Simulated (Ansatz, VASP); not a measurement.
One calculation of Sn, two programs

```xyz
1
Lattice="-1.9007 1.8818 1.8913 1.9007 -1.8818 1.8913 1.9007 1.8818 -1.8913" Properties=species:S:1:pos:R:3 pbc="T T T"
Sn    0.0000    0.0000    0.0000
```

Change from the starting cell: strain +0.0050 x Voigt [1, -1, 0, 0, 0, 0], atoms carried along.

Alike in both runs: task single point; functional r2SCAN; k mesh 22 × 22 × 22; occupations gaussian, width 0.15 eV; no spin polarisation.

|  | VASP | Ansatz |
| --- | --- | --- |
| version | VASP 6.6.1 | Ansatz 0.2.0 |
| potentials or method | VASP PAW PBE potentials, release 64 (Sn_d), cutoff 520 eV | scalar-relativistic, plane waves, PAW |
| valence electrons in the cell | 14 | 14 |

|  | VASP | Ansatz | Ansatz less VASP |
| --- | --- | --- | --- |
| gap on the k mesh at the Fermi level (eV) | none | none | - |
| pressure (GPa) | -0.3 | -0.3 | -0.01 |

VASP's potentials were made for PBE, not for r2SCAN. A gap of «none» marks a metal or a gap that the smearing closes.
